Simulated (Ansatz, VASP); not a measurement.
One calculation of Zn, two programs

File INCAR:

```
  ALGO = Normal
  EDIFF = 1E-7
  EDIFFG = -0.04
  ENCUT = 600
  GGA = PE
  IBRION = 2
  ISIF = 3
  ISMEAR = 0
  LASPH = True
  LCHARG = False
  LREAL = False
  LWAVE = False
  NELM = 80
  NSW = 90
  PREC = Accurate
  SIGMA = 0.1
```

File KPOINTS:

```
k-points
0
Gamma
  6 6 4
```

The input POSCAR:

```
Zn
1.0
    2.6151251400      0.0000000000      0.0000000000
   -1.3075625700      2.2647648100      0.0000000000
    0.0000000000      0.0000000000      5.1311171300
Zn
2
Direct
    0.3333333300      0.6666666700      0.1671164600
    0.6666666700      0.3333333300      0.8328835400
```

Input for Ansatz:

```yaml
crystal:
  lattice:
    - [2.61512514, 0.0, 0.0]
    - [-1.30756257, 2.26476481, 0.0]
    - [0.0, 0.0, 5.13111713]
  atoms:
    - { symbol: Zn, position: [0.33333333, 0.66666667, 0.16711646] }
    - { symbol: Zn, position: [0.66666667, 0.33333333, 0.83288354] }
basis:
  ecutwfc: 420
kpoints:
  mp_grid: { grid: [6, 6, 4] }
hamiltonian:
  xc: pbe
scf:
  occupations: { method: gaussian, width: 0.1 }
  lower_state_search: "off"
output:
  forces: true
  stress: true
  eigenvalues: true
relax:
  adjacent_minimum: "off"
  f_tol: 0.04
  max_steps: 70
  cell: { stress_tol: 0.4 }
```

Alike in both runs: task relaxation of cell and atoms; functional PBE; k mesh 6 × 6 × 4; occupations gaussian, width 0.1 eV; no spin polarisation.

|  | VASP | Ansatz |
| --- | --- | --- |
| version | VASP 6.6.1 | Ansatz 0.2.0 |
| potentials or method | VASP PAW PBE potentials, release 64 (Zn), cutoff 600 eV | scalar-relativistic, plane waves, PAW |
| valence electrons in the cell | 24 | 24 |

Ansatz gave:

```
gap on the k mesh at the Fermi level, each at its own relaxed structure (eV) : none
relaxed volume (Å³/atom)                                                     : 15.57
relaxed length of the cell vector where the two differ most in proportion (Å)              : 5.125
```

Q: Which values does VASP return?

A: gap on the k mesh at the Fermi level, each at its own relaxed structure (eV): none; relaxed volume (Å³/atom): 16.12; relaxed length of the cell vector where the two differ most in proportion (Å): 5.575.

A gap of «none» marks a metal or a gap that the smearing closes. One of these differences is far larger than is usual between the two programs; its cause wasn't traced.

The k mesh is coarse, so the values compare programs but aren't converged.
